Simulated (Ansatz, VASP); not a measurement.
Cu2O in VASP and in Ansatz

The input INCAR:

```
SYSTEM = Cu2O
PREC = Accurate
ENCUT = 600
EDIFF = 1E-7
ISMEAR = 0
SIGMA = 0.01
LREAL = .False.
LASPH = .True.
NELM = 120
ALGO = Normal
ISIF = 3
LWAVE = .False.
LCHARG = .False.
GGA = RP
IBRION = 2
NSW = 80
EDIFFG = -0.01
GGA_COMPAT = .False.
NELMIN = 4
```

KPOINTS

```
Automatic mesh
0
Gamma
  6 6 6
  0 0 0
```

The input POSCAR:

```
Cu2O
1.0
    4.2600000000      0.0000000000      0.0000000000
    0.0000000000      4.2600000000      0.0000000000
    0.0000000000      0.0000000000      4.2600000000
Cu O
4 2
Direct
    0.2500000000      0.2500000000      0.2500000000
    0.2500000000      0.7500000000      0.7500000000
    0.7500000000      0.7500000000      0.2500000000
    0.7500000000      0.2500000000      0.7500000000
    0.0000000000      0.0000000000      0.0000000000
    0.5000000000      0.5000000000      0.5000000000
```

Input for Ansatz:

```yaml
crystal:
  lattice:
    - [4.26, 0.0, 0.0]
    - [0.0, 4.26, 0.0]
    - [0.0, 0.0, 4.26]
  atoms:
    - { symbol: Cu, position: [0.25, 0.25, 0.25] }
    - { symbol: Cu, position: [0.25, 0.75, 0.75] }
    - { symbol: Cu, position: [0.75, 0.75, 0.25] }
    - { symbol: Cu, position: [0.75, 0.25, 0.75] }
    - { symbol: O, position: [0.0, 0.0, 0.0] }
    - { symbol: O, position: [0.5, 0.5, 0.5] }
kpoints:
  mp_grid:
    grid: [6, 6, 6]
hamiltonian:
  xc: rpbe
  dispersion: none
scf:
  occupations:
    method: fixed
relax:
  max_steps: 60
  cell: {}
```

Alike in both runs: task relaxation of cell and atoms; functional RPBE; k mesh 6 × 6 × 6; no spin polarisation.

```csv
,VASP,Ansatz
version,VASP 6.6.1,Ansatz 0.2.0
potentials or method,"VASP PAW PBE potentials, release 64 (Cu, O)","plane waves, PAW"
plane-wave cutoff (eV),600,420
occupations,"gaussian, width 0.01 eV",fixed
valence electrons in the cell,56,88
```

Ansatz gave:

```
relaxed volume (Å³/atom)                                     : 13.76
relaxed cell length with the largest relative difference (Å) : 4.355
```

Q: Which values does VASP return?

A: Relaxed volume (Å³/atom): 13.85; relaxed cell length with the largest relative difference (Å): 4.364.

VASP's potentials were made for PBE, not for RPBE. VASP's potentials hold 56 valence electrons a cell and Ansatz's 88, so a difference there can come from the potentials and not from the codes.
